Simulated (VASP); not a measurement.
Runs of VASP 6.6.1 on PbS. The structure is that of space group Fm-3m (No. 225), or close to it. The cells are those of the table. 

| task | level | cell | gap on the mesh (eV) | pressure (GPa) | relaxed volume (Å³/atom) |
| --- | --- | --- | --- | --- | --- |
| single point | PBE | a = 4.248 Å, angles 60.0°, 2 atoms | 0.50 | -0.1 | - |
| relaxation of cell and atoms | revPBE+D3(BJ) | relaxed from a = 4.194 Å, angles 60.0°, 2 atoms | 0.39 | 0.2 | (b) |
| single point | revPBE+D3(BJ) | a = 4.184 Å, angles 60.0°, 2 atoms | (a) | -0.1 | - |
| single point | PBE+D3(BJ) | a = 4.196 Å, angles 60.0°, 2 atoms | 0.37 | -0.1 | - |
| relaxation of cell and atoms | PBE+D3(BJ) | relaxed from a = 4.194 Å, angles 60.0°, 2 atoms | 0.37 | 0.0 | - |
| relaxation of cell and atoms | PBE | relaxed from a = 4.194 Å, angles 60.0°, 2 atoms | 0.49 | 0.0 | 27.07 |

Alike in all rows: potentials or basis VASP PAW PBE potentials, release 64 (Pb_d, S); no spin polarisation; k mesh 6 × 6 × 6; cutoff (eV) 500; smearing gaussian 0.01 eV.

Task: Estimate the missing entries.

Result: (a) 0.41; (b) 25.78.

Caveats: spin-orbit coupling is left out, which moves the levels of the heavy elements; the PAW data sets were made with another functional, which shifts forces and pressure a little (at least some runs); the relaxation stopped at its first step, so nothing moved (at least some runs).

A k mesh can miss the band edges, and the runs leave out spin-orbit coupling on Pb.
